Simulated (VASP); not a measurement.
# Ti in VASP: notebook, part 2 of 2

VASP 6.6.1.

### 3 Single point, PBEsol+D4, collinear spin (the cell strained at random)

File INCAR:

```
PREC = Accurate ; ENCUT = 520
EDIFF = 1E-6 ; ISMEAR = -1
SIGMA = 0.15 ; LREAL = False
LASPH = True ; NELM = 150
ALGO = Normal ; ISIF = 2
LWAVE = False ; LCHARG = False
ISPIN = 2 ; MAGMOM = 1
LORBIT = 11 ; LMAXMIX = 4
GGA = PS ; IVDW = 13
NBANDS = 16
```

File KPOINTS:

```
regular mesh
0
Gamma
  9 9 9
```

File POSCAR:

```
Ti
1.0
   -0.0000132940      2.0214432723      2.0258829675
    2.0291271103     -0.0000960775      2.0258435409
    2.0291502929      2.0214941464     -0.0000715517
Ti
1
Direct
    0.0000000000      0.0000000000      0.0000000000
```

Potentials or basis: VASP PAW PBE potentials, release 64 (Ti_sv).

On the command line:

```bash
cat potpaw_PBE.64/Ti_sv/POTCAR > POTCAR
mpirun -np 1 vasp_std > vasp.out
```

Wall time 65 s (1 thread of Intel Xeon 6975P-C (Granite Rapids), shared host); peak memory 0.25 GiB.

Results (log left out):

| Quantity | Value |
| --- | --- |
| Free energy | -8.4659 eV |
| Pressure | -0.2 GPa |
| Band gap on the k mesh | zero (filled and empty bands overlap) |
| Net moment | 0.00 μB per cell |
| Valence electrons inside the program's atomic spheres | Ti 10.31 |
| Dispersion energy per atom | -0.123 eV |

Levels at points of the mesh, in eV from the Fermi level:
Spin up:
```
           k point  band 3  band 4  band 5  band 6  band 7  band 8  band 9  band 10
(0.00, 0.00, 0.00)  -32.30  -32.30   -6.21    0.89    0.90    0.92    2.61     2.65
```
Spin down:
```csv
k point,band 2,band 3,band 4,band 5,band 6,band 7,band 8,band 9,band 10,band 11
"(0.00, 0.00, 0.00)",-32.30,-32.30,-32.30,-6.21,0.89,0.90,0.92,2.61,2.65,15.51
```

Caveat: the cell differs from its parent crystal (the cell strained at random); the PAW data sets were made with another functional, which shifts forces and pressure a little.

### 4 Relaxation of cell and atoms, revPBE+D3(BJ)+U (the cell strained at random)

File INCAR:

```
PREC = Accurate
ENCUT = 600
EDIFF = 1E-6
ISMEAR = 0
SIGMA = 0.1
LREAL = F
LASPH = T
NELM = 150
ALGO = Fast
ISIF = 3
LWAVE = F
LCHARG = F
LMAXMIX = 4
LDAU = T
LDAUTYPE = 2
LDAUL = 2
LDAUU = 8
LDAUJ = 0
LDAUPRINT = 1
GGA = RE
IVDW = 12
IBRION = 2
NSW = 60
EDIFFG = -0.01
```

File KPOINTS:

```
Automatic mesh
0
Gamma
  8 9 9
```

File POSCAR:

```
Ti
1.0
   -0.0100780000      2.0699380000      2.0587600000
    2.0688860000      0.0092740000      2.0394080000
    2.0140540000      1.9957550000      0.0641050000
Ti
1
Direct
   -0.0262580000      0.0218050000      0.0366920000
```

On the command line:

```bash
cat potpaw_PBE.64/Ti_sv/POTCAR > POTCAR
mpirun -np 1 vasp_std > vasp.out
```

Wall time 14 min (1 thread of Intel Xeon 6975P-C (Granite Rapids), shared host); peak memory 0.31 GiB.

The run converged. Its results:

```
Free energy                           : -3.0178 eV
Relaxed volume                        : 18.97 Å³/atom
Relaxed cell                          : a = 2.997 Å, b = 2.992 Å, c = 2.991 Å, α = 60.13°, β = 59.95°, γ = 59.94°
Space group after relaxing (to 0.1 Å) : Fm-3m (No. 225)
Pressure after relaxing               : 0.1 GPa
Band gap on the k mesh                : zero (bands 6 and 7 overlap by 1.47 eV)
Dispersion energy per atom            : -1.020 eV
```

Final structure:
```cif
data_structure
_symmetry_space_group_name_H-M 'P 1'
_symmetry_Int_Tables_number 1
_cell_length_a 2.9970
_cell_length_b 2.9918
_cell_length_c 2.9913
_cell_angle_alpha 60.129
_cell_angle_beta 59.954
_cell_angle_gamma 59.941
_cell_volume 18.97
loop_
_atom_site_label
_atom_site_type_symbol
_atom_site_fract_x
_atom_site_fract_y
_atom_site_fract_z
_atom_site_occupancy
Ti1 Ti 0.97374 0.02180 0.03669 1
```

Levels at points of the mesh, in eV from the Fermi level:
| k point | band 3 | band 4 | band 5 | band 6 | band 7 | band 8 | band 9 | band 10 |
| --- | --- | --- | --- | --- | --- | --- | --- | --- |
| (0.00, 0.00, 0.00) | -35.11 | -35.11 | -6.91 | 1.05 | 1.05 | 1.06 | 3.42 | 3.43 |
| (0.50, 0.00, 0.00) | -35.17 | -35.17 | -2.71 | -0.62 | 1.34 | 1.36 | 3.88 | 3.91 |

Eigenvalues of the final occupation matrices:
| site | spin | trace | eigenvalues |
| --- | --- | --- | --- |
| site 1 d | 1 | 0.75 | 0.08 0.08 0.20 0.20 0.20 |
| site 1 d | 2 | 0.75 | 0.08 0.08 0.20 0.20 0.20 |

Caveat: the cell differs from its parent crystal (the cell strained at random); the dispersion term is far too large for a dense solid, which distorts pressure and volume; the PAW data sets were made with another functional, which shifts forces and pressure a little; U without spin polarisation on a metal has little footing; the U is typed as a test and isn't derived for this compound. Zero-point motion and thermal expansion aren't in these numbers.

### 5 Relaxation of cell and atoms, PBE-based screened hybrid with 25 % exact exchange

File POSCAR:

```
Ti
1.0
    0.0000000000      2.0300000000      2.0300000000
    2.0300000000      0.0000000000      2.0300000000
    2.0300000000      2.0300000000      0.0000000000
Ti
1
Direct
    0.0000000000      0.0000000000      0.0000000000
```

File INCAR.step1:

```
  ALGO = Normal
  EDIFF = 1E-5
  ENCUT = 600
  GGA = PE
  ISMEAR = -1
  LASPH = T
  LCHARG = F
  LREAL = F
  LWAVE = T
  NBANDS = 12
  NELM = 80
  PREC = Accurate
  SIGMA = 0.05
```

File INCAR.step2:

```
  AEXX = 0.25
  ALGO = Normal
  EDIFF = 1E-6
  EDIFFG = -0.01
  ENCUT = 600
  GGA = PE
  HFSCREEN = 0.3
  IBRION = 2
  ISIF = 3
  ISMEAR = -1
  ISTART = 1
  LASPH = T
  LCHARG = F
  LHFCALC = T
  LREAL = F
  LWAVE = F
  NELM = 80
  NSW = 60
  PREC = Accurate
  PRECFOCK = Normal
  SIGMA = 0.05
```

File KPOINTS:

```
k-points
0
Gamma
  6 6 6
```

Potentials or basis: VASP PAW PBE potentials, release 64 (Ti_sv).

On the command line:

```bash
cat potpaw_PBE.64/Ti_sv/POTCAR > POTCAR
cp INCAR.step1 INCAR
mpirun -np 1 vasp_std > vasp.out
cp INCAR.step2 INCAR
mpirun -np 1 vasp_std > vasp.out
```

OUTCAR:

```text
AEXX = 0.25
   EDIFF = 1E-6
   EDIFFG = -0.01
   ENCUT = 600
   GGA = PE
   HFSCREEN = 0.3
   IBRION = 2
   ISIF = 3
   ISMEAR = -1
   ISTART = 1
   LASPH = T
   LHFCALC = T
   LREAL = F
   NELM = 80
   NSW = 60
   PREC = Accurate
   PRECFOCK = Normal

 ion  position               nearest neighbor table
   1  0.000  0.000  0.000-

  LATTYP: Found a face centered cubic cell.
 ALAT       =     4.0600000000

  Lattice vectors:

 A1 = (   0.0000000000,   2.0300000000,   2.0300000000)
 A2 = (   2.0300000000,   0.0000000000,   2.0300000000)
 A3 = (   2.0300000000,   2.0300000000,   0.0000000000)

[... 177 lines left out ...]
  --------------------------------------------------------------------------------------
  -------------------------------------------------------------------------------------
  Total        0.4110060      0.4110060      0.4110060      0.0000000      0.0000000      0.0000000
  in kB       39.3586902     39.3586902     39.3586902      0.0000000      0.0000000      0.0000000
  external PRESSURE =      39.3586902 kB  Pullay stress =       0.0000000 kB
[... 92 lines left out ...]
--------------------------------------- Ionic step        4  -------------------------------------------

 number of electron      12.0000003 magnetization

 Free energy of the ion-electron system (eV)
  ---------------------------------------------------
  ext. energy  EPLUGINS =         0.00000000
  ---------------------------------------------------
  free energy    TOTEN  =        -9.06016427 eV

  energy without entropy =       -9.04875889  energy(sigma->0) =       -9.05446158

 E-fermi :   8.3271     XC(G=0):  -9.6500

 val. band max:        8.2624510753   @ k =  -0.1667   0.1667   0.0000
 cond. band min:       8.4210440433   @ k =  -0.3333   0.3333   0.0000
 fundamental gap:      0.1585929680
 Fermi energy:         8.3270990759

 k-point     1 :       0.0000    0.0000    0.0000
  band No.  band energies     occupation
      1     -53.0867      2.00000
      2     -27.2690      2.00000
      3     -27.2690      2.00000
      4     -27.2690      2.00000
      5       1.1558      2.00000
      6       9.5825      0.00000
      7       9.5825      0.00000
      8       9.5825      0.00000
      9      11.7027      0.00000
     10      11.7027      0.00000
[... 221 lines left out ...]
  FREE ENERGIE OF THE ION-ELECTRON SYSTEM (eV)
  ---------------------------------------------------
  free  energy   TOTEN  =        -9.0601642682 eV

  energy  without entropy=       -9.0487588901  energy(sigma->0) =       -9.05446158

 reached required accuracy - stopping structural energy minimisation
```

Wall time 51 min (1 thread of Intel Xeon Platinum 8375C at 2.90GHz (Ice Lake), shared host); peak memory 0.26 GiB.

Results:

| Property | Result |
| --- | --- |
| Free energy | -9.0602 eV |
| Relaxed volume | 17.24 Å³/atom |
| Relaxed cell | a = 2.900 Å, b = 2.900 Å, c = 2.900 Å, α = 60.00°, β = 60.00°, γ = 60.00° |
| Space group after relaxing (to 0.1 Å) | Fm-3m (No. 225) |
| Energy gained by relaxing | 6.4 meV/atom |
| Ionic steps | 4 |
| Pressure after relaxing | 0.0 GPa |
| Band gap on the k mesh | zero (bands 6 and 7 overlap by 1.34 eV) |

The path:
```csv
step,energy change (eV),largest force (eV/Å),pressure (GPa),volume (Å³)
1,0.0000,0.0000,3.94,16.73
2,-0.0013,0.0000,-3.07,17.75
3,-0.0064,0.0000,-0.11,17.26
4,-0.0064,0.0000,0.01,17.24
```

Final structure:
```
Ti
1.0
     0.00000    2.05040    2.05040
     2.05040    0.00000    2.05040
     2.05040    2.05040    0.00000
Ti
1
Direct
  0.00000 0.00000 0.00000
```

Caveat: the k points lie up to 0.44 Å⁻¹ apart in the final cell, too coarse for converged energies and pressures of a metal; the PAW data sets were made with another functional, which shifts forces and pressure a little. Zero-point motion and thermal expansion aren't in these numbers.

### 6 Overview

```csv
task,level,spin,U,cell,k mesh,cutoff (eV),smearing,grid for exact exchange (PRECFOCK),share of exact exchange,screening parameter,gap on the mesh (eV),pressure (GPa),moment (μB),relaxed volume (Å³/atom)
single point,PBEsol,"non-collinear, typed start",-,"a = 2.871 Å, angles 60.0°, 1 atom",11 × 11 × 11,520,tetrahedron,-,-,-,none,-0.6,0.00,-
single point,PBEsol+D4,collinear,-,"a = 2.862, b = 2.867, c = 2.864 Å, angles 59.9, 60.1, 60.0°, 1 atom",9 × 9 × 9,520,fermi-dirac 0.15 eV,-,-,-,none,-0.2,0.00,-
relaxation of cell and atoms,revPBE+D3(BJ)+U,off,Ti d U = 8.0 eV,"relaxed from a = 2.919, b = 2.905, c = 2.836 Å, angles 58.4, 59.2, 60.3°, 1 atom",8 × 9 × 9,600,gaussian 0.1 eV,-,-,-,none,0.1,-,18.97
relaxation of cell and atoms,PBE-based screened hybrid with 25 % exact exchange,off,-,"relaxed from a = 2.871 Å, angles 60.0°, 1 atom",6 × 6 × 6,600,fermi-dirac 0.05 eV,Normal,0.25,0.3 1/Å,none,0.0,-,17.24
```

Alike in all rows: potentials or basis VASP PAW PBE potentials, release 64 (Ti_sv).

Caveats: some runs use coarse meshes; the PAW data sets were made with another functional, which shifts forces and pressure a little; the dispersion term is far too large for a dense solid, which distorts pressure and volume (at least some runs); U without spin polarisation on a metal has little footing (at least some runs); the U is typed as a test and isn't derived for this compound (at least some runs).

Total energies depend on the potentials used, so only differences within one code and one set of settings carry meaning.

The gap in the log of VASP goes by the Fermi energy; the results here count the filled bands.